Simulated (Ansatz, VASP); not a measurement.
## One calculation of BN, two programs

```
CELL_PARAMETERS angstrom
2.70410 0.00000 0.00000
0.00000 2.70410 0.00000
0.00000 0.00000 5.39336
ATOMIC_POSITIONS crystal
B 0.11138 0.50000 0.25000
B 0.50000 0.88862 0.50000
B 0.50000 0.11138 0.00000
B 0.88862 0.50000 0.75000
N 0.00000 0.61138 0.50000
N 0.38862 0.00000 0.25000
N 0.61138 0.00000 0.75000
N 0.00000 0.38862 0.00000
```

Alike in both runs: task relaxation of cell and atoms; functional PBE; k mesh 6 × 6 × 4; occupations gaussian, width 0.1 eV; no spin polarisation.

|  | VASP | Ansatz |
| --- | --- | --- |
| version | VASP 6.6.1 | Ansatz 0.2.0 |
| potentials or method | VASP PAW PBE potentials, release 64 (B, N), cutoff 600 eV | scalar-relativistic, plane waves, PAW |
| valence electrons in the cell | 32 | 32 |

|  | VASP | Ansatz | Ansatz less VASP |
| --- | --- | --- | --- |
| gap on the k mesh at the Fermi level, each at its own relaxed structure (eV) | 0.09 | 0.06 | -0.033 |
| relaxed volume (Å³/atom) | 6.46 | 6.49 | +0.031 |
| relaxed cell length with the largest relative difference (Å) | 3.002 | 3.011 | +0.0091 |

Noted on VASP's run: the volume moved by over 15 % at a fixed basis, so the end points are rough.
